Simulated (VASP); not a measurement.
## Tl: single point with r2SCAN

Tl:

```xyz
2
Lattice="3.5669 0.0000 0.0000 -1.7835 3.0890 0.0000 0.0000 0.0000 5.4663" Properties=species:S:1:pos:R:3 pbc="T T T"
Tl    0.0000    2.0594    1.3666
Tl    1.7835    1.0297    4.0997
```

```json
{
 "Program": "VASP 6.6.1",
 "Task": "single point",
 "Functional": "r2SCAN",
 "Potentials or basis": "VASP PAW PBE potentials, release 64 (Tl_d)",
 "Cutoff": "520 eV",
 "k mesh": "15 × 15 × 8",
 "Occupations": "gaussian, width 0.1 eV",
 "Spin": "no spin polarisation"
}
```

```json
{
 "Pressure": "0.0 GPa",
 "Band gap on the k mesh": "zero (band 13 reaches 9.94 eV, above the bottom of band 14 at 3.94 eV)"
}
```

Levels at points of the mesh, in eV from the Fermi level:
```csv
k point,band 9,band 10,band 11,band 12,band 13,band 14,band 15,band 16,band 17,band 18
"(0.00, 0.00, 0.00)",-11.70,-11.70,-10.16,-5.04,-2.59,7.31,7.31,9.47,9.47,10.46
"(0.00, 0.00, 0.50)",-11.80,-11.80,-8.67,-8.67,3.86,3.86,8.35,8.35,8.35,8.35
```

Run time: 14 min on 1 thread of AMD EPYC 7R43 64-Core Processor (Zen 3), on a shared host, peak memory 0.24 GiB.

Caveat: the PAW data sets were made with another functional, which shifts forces and pressure a little; spin-orbit coupling is left out, which moves the levels of the heavy elements.
